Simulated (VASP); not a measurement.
Set up this calculation in VASP 6.6.1, as the native input.

| Item | Value |
| --- | --- |
| Task | single point |
| Functional | PBEsol |
| Potentials or basis | VASP PAW PBE potentials, release 64 (Ag) |
| Cutoff | 520 eV |
| k mesh | 13 × 13 × 13 |
| Occupations | fermi-dirac, width 0.08 eV |
| Spin | no spin polarisation |
| Dipole correction | no |
| Further INCAR settings | ALGO = Normal; EDIFF = 1e-06; NBANDS = 18 |

The structure of Ag lies in POSCAR:

```
Ag
1.0
    0.0000000000      2.5463120116      2.5463120116
    2.5463120116      0.0000000000      2.5463120116
    2.5463120116      2.5463120116      0.0000000000
Ag
2
Direct
   -0.1250000000     -0.1250000000     -0.1250000000
    0.1250000000      0.1250000000      0.1250000000
```

This cell differs from its parent crystal: volume scaled by 0.6.

These files were run (other wordings do the same):

INCAR

```
ALGO = Normal ; EDIFF = 1E-6
ENCUT = 520 ; GGA = PS
ISIF = 2 ; ISMEAR = -1
LASPH = T ; LCHARG = T
LELF = T ; LREAL = F
LVHAR = T ; LWAVE = F
NBANDS = 18 ; NELM = 60
PREC = Accurate ; SIGMA = 0.08
```

KPOINTS

```
k-points
0
Gamma
  13 13 13
```

Potentials or basis: VASP PAW PBE potentials, release 64 (Ag).

Launch:

```sh
$ cat potpaw_PBE.64/Ag/POTCAR > POTCAR
$ mpirun -np 1 vasp_std > vasp.out
```

It gave:

The pressure is 85.0 GPa. The band gap on the k mesh is zero (band 11 reaches 9.95 eV, above the bottom of band 12 at 8.86 eV).

Caveat: the PAW data sets were made with another functional, which shifts forces and pressure a little.

Wall time 77 s on 1 thread of Intel Xeon 8259CL, with other jobs on the host, peak memory 0.18 GiB.
